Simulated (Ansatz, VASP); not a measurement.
## Zr: VASP beside Ansatz

File POSCAR:

```
Zr
1.0
    3.1660223034      0.0000000000      0.0000000000
   -1.5830111517      2.7418557436      0.0000000000
    0.0000000000      0.0000000000      5.0419297016
Zr
2
Direct
    0.6666666667      0.3333333333      0.7500000000
    0.3333333333      0.6666666667      0.2500000000
```

The input INCAR.step1:

```
ALGO = Normal
EDIFF = 1E-5
ENCUT = 520
GGA = PE
ISIF = 2
ISMEAR = -1
LASPH = T
LCHARG = F
LREAL = F
LWAVE = T
NBANDS = 19
NELM = 100
PREC = Accurate
SIGMA = 0.05
```

File INCAR.step2:

```
AEXX = 0.25
ALGO = Normal
EDIFF = 1E-6
ENCUT = 520
GGA = PE
HFSCREEN = 0.3
ISIF = 2
ISMEAR = -1
ISTART = 1
LASPH = T
LCHARG = F
LHFCALC = T
LREAL = F
LWAVE = F
NBANDS = 19
NELM = 100
PREC = Accurate
PRECFOCK = Normal
SIGMA = 0.05
```

The input KPOINTS:

```
k-points
0
Gamma
  5 5 3
```

The input input.yaml:

```yaml
crystal:
  lattice:
    - [3.1660223034, 0.0, 0.0]
    - [-1.5830111517, 2.7418557436, 0.0]
    - [0.0, 0.0, 5.0419297016]
  atoms:
    - { symbol: Zr, position: [0.6666666667, 0.3333333333, 0.75] }
    - { symbol: Zr, position: [0.3333333333, 0.6666666667, 0.25] }
hamiltonian:
  xc: { exchange: pbe, correlation: pbe, exx: { coeff: 0.25, omega: 0.3 } }
  pseudopotentials: { kind: paw }
kpoints:
  mp_grid: { grid: [5, 5, 3] }
scf:
  occupations: { method: fermi_dirac, width: 0.05 }
output:
  forces: true
  stress: true
  eigenvalues: true
  write_density: true
  write_potential: true
  elf: true
  volumetric_format: npy
```

Alike in both runs: task single point; functional PBE-based screened hybrid with a share of 0.25 of exact exchange and HFSCREEN = 0.3; k mesh 5 × 5 × 3; occupations fermi-dirac, width 0.05 eV; no spin polarisation.

|  | VASP | Ansatz |
| --- | --- | --- |
| version | VASP 6.6.1 | Ansatz 0.2.0 |
| potentials or method | VASP PAW PBE potentials, release 64 (Zr_sv) | Ansatz PAW |
| plane-wave cutoff (eV) | 520 | 420 |
| valence electrons in the cell | 24 | 24 |

|  | VASP | Ansatz | Ansatz less VASP |
| --- | --- | --- | --- |
| gap on the k mesh at the Fermi level (eV) | none | none | - |
| pressure (GPa) | 7.6 | 7.6 | 0.00 |
| traceless stress, the component that is largest in VASP (GPa) | -2.27 | -2.27 | +0.004 |

VASP's potentials were made for PBE, not for PBE-based screened hybrid. A gap of «none» marks a metal or a gap that the smearing closes.

The k mesh is coarse, so the values compare programs but aren't converged.
